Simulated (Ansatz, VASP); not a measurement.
**Two plane-wave programs on Se**

```xyz
3
Lattice="3.9167 0.0000 0.0000 -1.9583 3.3920 0.0000 0.0000 0.0000 5.1454" Properties=species:S:1:pos:R:3 pbc="T T T"
Se    1.0152    0.0000    1.7151
Se   -0.5076    0.8792    3.4303
Se    1.4508    2.5128    0.0000
```

Alike in both runs: task single point; functional PBE; k mesh 12 × 12 × 6; occupations gaussian, width 0.02 eV; no spin polarisation.

|  | VASP | Ansatz |
| --- | --- | --- |
| version | VASP 6.6.1 | Ansatz 0.2.0 |
| potentials or method | VASP PAW PBE potentials, release 64 (Se), cutoff 520 eV | scalar-relativistic, plane waves, PAW |
| valence electrons in the cell | 18 | 48 |

Ansatz gave:

```
gap on the k mesh at the Fermi level (eV)                     : 0.29
least direct gap on the mesh (eV)                             : 0.29
pressure (GPa)                                                : 5.0
traceless stress, the component that is largest in VASP (GPa) : 0.01
rms of the force components (eV/Å)                            : 0.003
```

Question: Estimate VASP's values.

Answer: gap on the k mesh at the Fermi level (eV): 0.28; least direct gap on the mesh (eV): 0.28; pressure (GPa): 5.1; traceless stress, the component that is largest in VASP (GPa): 0.05; rms of the force components (eV/Å): 0.008.

Atom by atom the forces differ by 0.011 eV/Å (rms over components). The functional is the same, so the differences come from potentials, cutoffs and numerics. VASP's potentials hold 18 valence electrons a cell and Ansatz's 48, so a difference there can come from the potentials and not from the codes.
